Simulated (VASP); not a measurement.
Crystal: SiO2.

```
CELL_PARAMETERS angstrom
4.93290 0.00000 0.00000
0.00000 4.93290 0.00000
0.00000 0.00000 6.46450
ATOMIC_POSITIONS crystal
Si 0.81690 0.81690 0.50000
Si 0.68310 0.31690 0.25000
Si 0.18310 0.18310 0.00000
Si 0.31690 0.68310 0.75000
O 0.26926 0.36366 0.79999
O 0.13634 0.76926 0.54999
O 0.73074 0.63634 0.29999
O 0.86366 0.23074 0.04999
O 0.76926 0.13634 0.45001
O 0.63634 0.73074 0.70001
O 0.23074 0.86366 0.95001
O 0.36366 0.26926 0.20001
```

Base run:

| Item | Value |
| --- | --- |
| Program | VASP 6.6.1 |
| Functional | r2SCAN |
| Potentials or basis | VASP PAW PBE potentials, release 64 (Si, O) |
| Cutoff | 520 eV |
| k mesh | 4 × 4 × 3 |
| Occupations | fermi-dirac, width 0.02 eV |
| Spin | no spin polarisation |

Its results: band gap on the k mesh 6.33 eV, direct; pressure -2.4 GPa; largest force 0.337 eV/Å.

Task: The run is repeated on the same cell with these changes: functional from r2SCAN to PBE; further incar settings from ALGO = Normal; EDIFF = 1e-08; NBANDS = 44 to ALGO = Normal; EDIFF = 1e-06; NBANDS = 44. What comes out?

Result: Band gap on the k mesh 5.66 eV, direct; pressure 2.9 GPa; largest force 0.028 eV/Å.

Caveats: the PAW data sets were made with another functional, which shifts forces and pressure a little (some runs).

